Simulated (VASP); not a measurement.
# Be2C3 (Immm) in VASP: a series of runs, part 2 of 2

VASP 6.6.1.

### Step 4. Relaxation of cell and atoms, PBE, collinear spin

Contents of INCAR:

```
  PREC = Accurate
  ENCUT = 600
  EDIFF = 1E-6
  ISMEAR = 0
  SIGMA = 0.1
  LREAL = F
  LASPH = T
  NELM = 150
  ALGO = Normal
  ISIF = 3
  LWAVE = F
  LCHARG = F
  ISPIN = 2
  MAGMOM = 0 0 1 1 1
  LORBIT = 11
  GGA = PE
  IBRION = 2
  NSW = 90
  EDIFFG = -0.04
```

Contents of KPOINTS:

```
regular mesh
0
Gamma
  6 6 6
```

Contents of POSCAR:

```
Be2C3
1.0
   -1.6700601800      2.8924456800      3.1828070700
    1.6700601800     -2.8924456800      3.1828070700
    1.6700601800      2.8924456800     -3.1828070700
Be C
2 3
Direct
    0.1449310000      0.5000000000      0.6449310000
    0.8550690000      0.5000000000      0.3550690000
    0.0000000000      0.7539309000      0.7539309000
    0.0000000000      0.2460691000      0.2460691000
    0.5000000000      0.5000000000      0.0000000000
```

Potentials or basis: VASP PAW PBE potentials, release 64 (Be, C).

On the command line:

```bash
> cat potpaw_PBE.64/Be/POTCAR potpaw_PBE.64/C/POTCAR > POTCAR
> mpirun -np 1 vasp_std > vasp.out
```

OUTCAR:

```text
PREC = Accurate
   ENCUT = 600
   EDIFF = 1E-6
   ISMEAR = 0
   LREAL = F
   LASPH = T
   NELM = 150
   ISIF = 3
   ISPIN = 2
   LORBIT = 11
   GGA = PE
   IBRION = 2
   NSW = 90
   EDIFFG = -0.04

 ion  position               nearest neighbor table
   1  0.145  0.500  0.645-   3 1.19   4 1.19   2 1.68   5 2.05
   2  0.855  0.500  0.355-   3 1.19   4 1.19   1 1.68   5 2.05
   3  0.000  0.754  0.754-   1 1.19   2 1.19   4 1.64   4 1.70
   4  0.000  0.246  0.246-   1 1.19   2 1.19   3 1.64   3 1.70
   5  0.500  0.500  0.000-   1 2.05   2 2.05

  LATTYP: Found a body centered orthorhombic cell.
 ALAT       =     3.3401203600
 B/A-ratio  =     1.7319409891
 C/A-ratio  =     1.9058038196

  Lattice vectors:

 A1 = (  -1.6700601800,   2.8924456800,   3.1828070700)
 A2 = (   1.6700601800,  -2.8924456800,   3.1828070700)
 A3 = (   1.6700601800,   2.8924456800,  -3.1828070700)

Analysis of symmetry for initial positions (statically):
=====================================================================
 Subroutine PRICEL returns:
 Original cell was already a primitive cell.

 Routine SETGRP: Setting up the symmetry group for a
 body centered orthorhombic supercell.

 Subroutine GETGRP returns: Found  8 space group operations
 (whereof  8 operations were pure point group operations)
 out of a pool of  8 trial point group operations.

The static configuration has the point symmetry D_2h.

Analysis of symmetry for dynamics (positions and initial velocities):
=====================================================================
 Subroutine PRICEL returns:
 Original cell was already a primitive cell.

 Routine SETGRP: Setting up the symmetry group for a
 body centered orthorhombic supercell.

 Subroutine GETGRP returns: Found  8 space group operations
 (whereof  8 operations were pure point group operations)
 out of a pool of  8 trial point group operations.

The dynamic configuration has the point symmetry D_2h.

Analysis of structural, dynamic, and magnetic symmetry:
=====================================================================
 Subroutine PRICEL returns:
 Original cell was already a primitive cell.

 Routine SETGRP: Setting up the symmetry group for a
 body centered orthorhombic supercell.

 Subroutine GETGRP returns: Found  8 space group operations
 (whereof  8 operations were pure point group operations)
 out of a pool of  8 trial point group operations.

The overall configuration has the point symmetry D_2h.

 Subroutine INISYM returns: Found  8 space group operations
 (whereof  8 operations are pure point group operations),
 and found     1 'primitive' translations

----------------------------------------------------------------------------------------

                                     Primitive cell

  volume of cell :      61.4989

  direct lattice vectors                    reciprocal lattice vectors
    -1.670060180  2.892445680  3.182807070     0.000000000  0.172864093  0.157094033
     1.670060180 -2.892445680  3.182807070     0.299390409  0.000000000  0.157094033
[... 79 lines left out ...]
   NGX,Y,Z   is equivalent  to a cutoff of  14.41, 14.41, 14.41 a.u.
   NGXF,Y,Z  is equivalent  to a cutoff of  28.83, 28.83, 28.83 a.u.
 SYSTEM =  unknown system
   PREC   = accura    normal or accurate (medium, high low for compatibility)
   ISTART =      0    job   : 0-new  1-cont  2-samecut
   ICHARG =      2    charge: 1-file 2-atom 10-const
   ISPIN  =      2    spin polarized calculation?
   LNONCOLLINEAR =      F non collinear calculations
   LSORBIT =      F    spin-orbit coupling
   LASPH  =      T    aspherical Exc in radial PAW
   ENCUT  =  600.0 eV  44.10 Ry    6.64 a.u.   9.21  9.21  9.21*2*pi/ulx,y,z
   NELM   =    150;   NELMIN=  2; NELMDL= -5     # of ELM steps
   EDIFF  = 0.1E-05   stopping-criterion for ELM
   LREAL  =      F    real-space projection
   EDIFFG = -.4E-01   stopping-criterion for IOM
   NSW    =     90    number of steps for IOM
   IBRION =      2    ionic relax: 0-MD 1-quasi-New 2-CG
   NFREE  =      1    steps in history (QN), initial steepest desc. (CG)
   ISIF   =      3    stress and relaxation
   ISYM   =      2    0-nonsym 1-usesym 2-fastsym
   POTIM  = 0.5000    time-step for ionic-motion
   TEBEG  =    0.0;   TEEND  =   0.0 temperature during run
   PSTRESS=    0.0 pullay stress
   NELECT =      16.0000    total number of electrons
   NUPDOWN=      -1.0000    fix difference up-down
   EMIN   =  10.00;   EMAX   =-10.00  energy-range for DOS
   EFERMI =   0.00;   METHOD = LEGACY
   ISMEAR =     0;   SIGMA  =   0.10  broadening in eV -4-tet -1-fermi 0-gaus
   EFERMI_NEDOS =   21; number of points for ismear=-14 and -15
   IALGO  =     38    algorithm
   IMIX   =      4    mixing-type and parameters
     AMIX     =   0.40;   BMIX     =  1.00
     AMIX_MAG =   1.60;   BMIX_MAG =  1.00
  volume/ion in A,a.u.               =      12.30        83.00
  Fermi-wavevector in a.u.,A,eV,Ry     =   1.045103  1.974958 14.860821  1.092240
  Thomas-Fermi vector in A             =   2.179884
   LORBIT       =     11    0 simple, 1 ext, 2 COOP (PROOUT), +10 PAW based schemes
   GGA     = PE    functional components
   LHFCALC =     F    Hartree Fock is set to
   AEXX    =    0.0000 exact exchange contribution
   IVDW    =     0    specifies the selected vdW correction
   LEPSILON=     F    determine dielectric tensor
   LRPA    =     F    only Hartree local field effects (RPA)
 conjugate gradient relaxation of ions
 spin polarized calculation
 Gauss-broadening in eV      SIGMA  =   0.10
  energy-cutoff  :      600.00
  volume of cell :       61.50
 maximum number of plane-waves:      2098
 NGX is ok and might be reduce to    40
   NGX = 19   NGY = 19   NGZ = 19

--------------------------------------- Ionic step        1  -------------------------------------------

 number of electron      16.0000001 magnetization       0.0032756

 number of electron      16.0000001 magnetization      -0.0004281

 Free energy of the ion-electron system (eV)
  ---------------------------------------------------
  ext. energy  EPLUGINS =         0.00000000
  ---------------------------------------------------
  free energy    TOTEN  =        -7.14236316 eV

  energy without entropy =       -7.11659985  energy(sigma->0) =       -7.12948151

------------------------ aborting loop because EDIFF is reached ----------------------------------------

  FORCE on cell =-STRESS in cart. coord.  units (eV):
  Direction    XX          YY          ZZ          XY          YZ          ZX
  --------------------------------------------------------------------------------------
  -------------------------------------------------------------------------------------
  Total       54.7374663     44.4282945     -1.8003289     -0.0000000      0.0000000      0.0000000
  in kB     1426.0266268   1157.4509235    -46.9023705     -0.0000000      0.0000000      0.0000000
  external PRESSURE =     845.5250599 kB  Pullay stress =       0.0000000 kB
[... 1755 lines left out ...]
      3      -6.4481      1.00000
      4      -2.1899      1.00000
      5      -1.4778      1.00000
      6      -0.5056      1.00000
      7       0.4402      1.00000
      8       1.5423      1.00000
      9       2.5594      0.41752
     10       4.0886      0.00000
     11       5.2257      0.00000
     12       8.8334      0.00000
     13       9.5186      0.00000
     14      10.6770      0.00000

 [... further k-points ...]

[... ionic steps 4 to 48 ...]

--------------------------------------- Ionic step       49  -------------------------------------------

 number of electron      16.0000000 magnetization      -0.0000000

 number of electron      16.0000000 magnetization       0.0000000
[... 77 lines left out ...]
 number of electron      16.0000000 magnetization      -0.0000000

 number of electron      16.0000000 magnetization       0.0000000

 Free energy of the ion-electron system (eV)
  ---------------------------------------------------
  ext. energy  EPLUGINS =         0.00000000
  ---------------------------------------------------
  free energy    TOTEN  =       -29.28308523 eV

  energy without entropy =      -29.27829381  energy(sigma->0) =      -29.28068952

 E-fermi :   3.8138     XC(G=0):  -9.8392

 val. band max:        3.8044749516   @ k =   0.5000   0.5000   0.1667
 cond. band min:       3.8194512671   @ k =   0.0000   0.0000   0.0000
 fundamental gap:      0.0149763155
 Fermi energy:         3.8137903669
[... 854 lines left out ...]
  FREE ENERGIE OF THE ION-ELECTRON SYSTEM (eV)
  ---------------------------------------------------
  free  energy   TOTEN  =       -29.2830852300 eV

  energy  without entropy=      -29.2782938057  energy(sigma->0) =      -29.28068952

 reached required accuracy - stopping structural energy minimisation

 total charge

# of ion       s       p       d       tot
------------------------------------------
    1        0.460   0.754   0.000   1.214
    2        0.460   0.754   0.000   1.214
    3        0.914   1.610   0.000   2.524
    4        0.914   1.610   0.000   2.524
    5        0.968   1.285   0.000   2.253
--------------------------------------------------
tot          3.716   6.013   0.000   9.729

 magnetization (x)

# of ion       s       p       d       tot
------------------------------------------
    1        0.000   0.000   0.000   0.000
    2        0.000   0.000   0.000   0.000
    3       -0.000   0.000   0.000   0.000
    4       -0.000   0.000   0.000   0.000
    5        0.000  -0.000   0.000  -0.000
--------------------------------------------------
tot          0.000   0.000   0.000   0.000
```

OSZICAR:

```text
N       E                     dE             d eps       ncg     rms          rms(c)
DAV:   1     0.695711321590E+02    0.69571E+02   -0.76183E+03  2576   0.105E+03
DAV:   2    -0.194800905061E+02   -0.89051E+02   -0.78533E+02  3540   0.220E+02
[... 651 lines left out ...]
DAV:   2    -0.292830130912E+02    0.30070E-04   -0.12936E-04  3488   0.888E-02    0.267E-02
DAV:   3    -0.292829945344E+02    0.18557E-04   -0.25212E-05  2900   0.390E-02    0.425E-03
DAV:   4    -0.292829939968E+02    0.53758E-06   -0.22639E-06  3068   0.119E-02
  49 F= -.29282994E+02 E0= -.29280584E+02  d E =-.103117E-03  mag=    -0.0000
       N       E                     dE             d eps       ncg     rms          rms(c)
DAV:   1    -0.292829977426E+02   -0.32081E-05   -0.14853E-04  2660   0.963E-02    0.655E-03
DAV:   2    -0.292829972873E+02    0.45528E-06   -0.25867E-06  3392   0.123E-02
  50 F= -.29282997E+0
```

CONTCAR:

```text
Be2C3
   1.00000000000000
    -2.1028656359453723    2.7241383644276174    2.2012334364311390
     2.1028656359453723   -2.7241383644276174    2.2012334364311390
     2.1028656359453723    2.7241383644276174   -2.2012334364311390
  Be              C
     2     3
Direct
     0.1902097186924423    0.5000000000000000    0.6902097186924423
     0.8097902813075576    0.5000000000000000    0.3097902813075578
     0.0000000000000000    0.1543633712196685    0.1543633712196684
     0.0000000000000000    0.8456366287803314    0.8456366287803314
     0.5000000000000000    0.5000000000000000    0.0000000000000000

  0.00000000E+00  0.00000000E+00  0.00000000E+00
  0.00000000E+00  0.00000000E+00  0.00000000E+00
  0.00000000E+00  0.00000000E+00  0.00000000E+00
  0.00000000E+00  0.00000000E+00  0.00000000E+00
  0.00000000E+00  0.00000000E+00  0.00000000E+00
```

Wall time 45 min (1 thread of AMD EPYC 9R45 (Zen 5), shared host); peak memory 0.31 GiB.

What came out:

```yaml
Free_energy: -29.2831 eV
Relaxed_volume: 10.09 Å³/atom
Relaxed_cell: a = 4.085 Å, b = 4.085 Å, c = 4.085 Å, α = 118.04°, β = 96.35°, γ = 114.79°
Space_group_after_relaxing_to_0.1_Å: Immm (No. 71)
Pressure_after_relaxing: -0.1 GPa
Largest_force_after_relaxing: 0.026 eV/Å
Band_gap_on_the_k_mesh: zero (filled and empty bands overlap)
Net_moment: 0.00 μB per cell
Valence_electrons_inside_the_program's_atomic_spheres: Be 1.21; C 2.52, 2.25 (each value once)
```

Forces on the atoms (eV/Å):
```
Be   0.000  0.012  0.000
Be   0.000 -0.012  0.000
C   -0.026  0.000  0.000
C    0.026  0.000  0.000
C    0.000  0.000  0.000
```

Stress tensor (GPa, compression positive):
```
-0.26  0.00  0.00
 0.00  0.06  0.00
 0.00  0.00 -0.22
```

Final structure:
```
CELL_PARAMETERS angstrom
-2.10287 2.72414 2.20123
2.10287 -2.72414 2.20123
2.10287 2.72414 -2.20123
ATOMIC_POSITIONS crystal
Be 0.19021 0.50000 0.69021
Be 0.80979 0.50000 0.30979
C 0.00000 0.15436 0.15436
C 0.00000 0.84564 0.84564
C 0.50000 0.50000 0.00000
```

Levels at points of the mesh, in eV from the Fermi level:
Spin up:
| k point | band 6 | band 7 | band 8 | band 9 | band 10 | band 11 |
| --- | --- | --- | --- | --- | --- | --- |
| (0.00, 0.00, 0.00) | -3.58 | -2.69 | -0.78 | 0.01 | 2.26 | 2.77 |
| (0.50, 0.00, 0.00) | -3.36 | -2.11 | -1.87 | 0.27 | 1.88 | 3.93 |
| (0.00, 0.50, 0.00) | -3.81 | -2.50 | -1.31 | 0.42 | 1.88 | 3.84 |
| (0.50, 0.50, 0.00) | -4.32 | -2.20 | -0.36 | 0.18 | 0.68 | 4.40 |
| (0.50, 0.50, 0.50) | -6.82 | -0.81 | 0.84 | 1.56 | 3.55 | 4.62 |
Spin down:
| k point | band 6 | band 7 | band 8 | band 9 | band 10 | band 11 |
| --- | --- | --- | --- | --- | --- | --- |
| (0.00, 0.00, 0.00) | -3.58 | -2.69 | -0.78 | 0.01 | 2.26 | 2.77 |
| (0.50, 0.00, 0.00) | -3.36 | -2.11 | -1.87 | 0.27 | 1.88 | 3.93 |
| (0.00, 0.50, 0.00) | -3.81 | -2.50 | -1.31 | 0.42 | 1.88 | 3.84 |
| (0.50, 0.50, 0.00) | -4.32 | -2.20 | -0.36 | 0.18 | 0.68 | 4.40 |
| (0.50, 0.50, 0.50) | -6.82 | -0.81 | 0.84 | 1.56 | 3.55 | 4.62 |

Caveat: the volume moved by over 15 % at a fixed basis, so the end points are rough.

### Step 5. Summary

| task | cell | cutoff (eV) | gap on the mesh (eV) | pressure (GPa) | moment (μB) | largest force (eV/Å) |
| --- | --- | --- | --- | --- | --- | --- |
| single point | a = 4.614 Å, angles 137.6, 102.4, 92.8°, 5 atoms, atomic positions A | 520 | none | 84.6 | 0.00 | 37.27 |
| single point | a = 5.000 Å, angles 130.7, 114.4, 86.3°, 5 atoms, atomic positions B | 520 | none | 0.1 | 1.90 | 0.06 |
| relaxation of cell and atoms | relaxed from a = 4.614 Å, angles 137.6, 102.4, 92.8°, 5 atoms, atomic positions A | 600 | none | -0.1 | 0.00 | 0.03 |

Alike in all rows: level PBE; potentials or basis VASP PAW PBE potentials, release 64 (Be, C); spin collinear; k mesh 6 × 6 × 6; smearing gaussian 0.1 eV.

Caveats: atoms lie so close that the PAW spheres overlap strongly, which falsifies energies and pressures (at least some runs); the stress differs along the axes, from -5 to 143 GPa (at least some runs); forces of over 1 eV/Å act on the atoms, so gaps and moduli don't describe the material at rest (at least some runs); the volume moved by over 15 % at a fixed basis, so the end points are rough (at least some runs).

Total energies depend on the potentials used, so only differences within one code and one set of settings carry meaning.

The gap in the log of VASP goes by the Fermi energy; the results here count the filled bands.